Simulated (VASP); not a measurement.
Set up this calculation in VASP 6.6.1, as the native input.

```
Task                   : single point
Functional             : r2SCAN
Potentials or basis    : VASP PAW PBE potentials, release 64 (As, Ga_d, Sb)
Cutoff                 : 520 eV
k mesh                 : 8 × 8 × 8
Occupations            : fermi-dirac, width 0.02 eV
Spin                   : no spin polarisation
Dipole correction      : no
Further INCAR settings : ALGO = Normal; EDIFF = 1e-06; NBANDS = 36
```

The system is Ga3Sb2As.

```
As Ga Sb
1.0
    -2.11519    2.11519    8.96762
     2.11519   -2.11519    8.96762
     2.11519    2.11519   -8.96762
As Ga Sb
1 3 2
Direct
  0.00000 0.00000 0.00000
  0.57585 0.07585 0.50000
  0.25000 0.75000 0.50000
  0.92415 0.42415 0.50000
  0.66299 0.66299 0.00000
  0.33701 0.33701 0.00000
```

These files were run (other wordings do the same):

POSCAR

```
Ga3Sb2As
1.0
   -2.1151891604      2.1151891604      8.9676249567
    2.1151891604     -2.1151891604      8.9676249567
    2.1151891604      2.1151891604     -8.9676249567
As Ga Sb
1 3 2
Direct
    0.0000000000      0.0000000000      0.0000000000
    0.5758512043      0.0758512043      0.5000000000
    0.2500000000      0.7500000000      0.5000000000
    0.9241487957      0.4241487957      0.5000000000
    0.6629889298      0.6629889298      0.0000000000
    0.3370110702      0.3370110702      0.0000000000
```

INCAR.step1

```
SYSTEM = Ga3Sb2As
PREC = Accurate ; ENCUT = 520
ISMEAR = -1 ; SIGMA = 0.02
LREAL = .False. ; LASPH = .True.
NELM = 100 ; NBANDS = 36
GGA = PE ; ALGO = Normal
EDIFF = 1E-4 ; LWAVE = .True.
LCHARG = .False.
```

INCAR.step2

```
SYSTEM = Ga3Sb2As
PREC = Accurate ; ENCUT = 520
EDIFF = 1E-6 ; ISMEAR = -1
SIGMA = 0.02 ; LREAL = .False.
LASPH = .True. ; NELM = 100
ALGO = Normal ; ISIF = 2
LWAVE = .False. ; LCHARG = .False.
METAGGA = R2SCAN ; LMIXTAU = .True.
NBANDS = 36 ; ISTART = 1
```

KPOINTS

```
regular mesh
0
Gamma
  8 8 8
  0 0 0
```

Potentials or basis: VASP PAW PBE potentials, release 64 (As, Ga_d, Sb).

The run is started by

```sh
$ cat potpaw_PBE.64/As/POTCAR potpaw_PBE.64/Ga_d/POTCAR potpaw_PBE.64/Sb/POTCAR > POTCAR
$ cp INCAR.step1 INCAR
$ mpirun -np 1 vasp_std > vasp.out
$ cp INCAR.step2 INCAR
$ mpirun -np 1 vasp_std > vasp.out
```

It gave:

| Quantity | Value |
| --- | --- |
| Pressure | 0.1 GPa |
| Largest force | 0.004 eV/Å |
| Band gap on the k mesh | 0.28 eV |

Caveat: the PAW data sets were made with another functional, which shifts forces and pressure a little; spin-orbit coupling is left out, which moves the levels of the heavy elements.

Run time: 37 min on 1 thread of Intel(R) Xeon(R) 6975P-C (Granite Rapids) (shared host), peak memory 0.97 GiB.
